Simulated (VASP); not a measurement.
Set up this calculation in VASP 6.6.1, as the native input.

```
Task                   : single point
Functional             : PBE
Potentials or basis    : VASP PAW PBE potentials, release 64 (Ge_d, P)
Cutoff                 : 520 eV
k mesh                 : 4 × 4 × 4
Occupations            : gaussian, width 0.1 eV
Spin                   : no spin polarisation
Dipole correction      : no
Further INCAR settings : ALGO = Normal; EDIFF = 1e-07; NBANDS = 24
```

The structure of Ge2P lies in POSCAR:

```
Ge2P
1.0
    0.0000000000      3.1817577029      3.1817577029
    3.1817577029      0.0000000000      3.1817577029
    3.1817577029      3.1817577029      0.0000000000
Ge P
2 1
Direct
    0.2500000000      0.2500000000      0.2500000000
    0.7500000000      0.7500000000      0.7500000000
    0.0000000000      0.0000000000      0.0000000000
```

The cell was built from a structure type or drawn by symmetry, and may not be a known phase.

The input as run:

INCAR

```
SYSTEM = Ge2P
  PREC = Accurate
  ENCUT = 520
  EDIFF = 1E-7
  ISMEAR = 0
  SIGMA = 0.1
  LREAL = .False.
  LASPH = .True.
  NELM = 100
  ALGO = Normal
  ISIF = 2
  LWAVE = .False.
  LCHARG = .True.
  GGA = PE
  LELF = .True.
  LVHAR = .True.
  NBANDS = 24
```

KPOINTS

```
Automatic mesh
0
Gamma
  4 4 4
  0 0 0
```

Potentials or basis: VASP PAW PBE potentials, release 64 (Ge_d, P).

The run is started by

```bash
$ cat potpaw_PBE.64/Ge_d/POTCAR potpaw_PBE.64/P/POTCAR > POTCAR
$ mpirun -np 1 vasp_std > vasp.out
```

Results of the run:

| Property | Result |
| --- | --- |
| Pressure | -0.1 GPa |
| Band gap on the k mesh | zero (an odd number of electrons rules out a gap without spin polarisation) |

Caveat: the k points lie up to 0.43 Å⁻¹ apart, too coarse for converged energies and pressures of a metal.

Run time: 30 s on 1 thread of Intel Xeon 8259CL, on a shared host, peak memory 0.2 GiB.
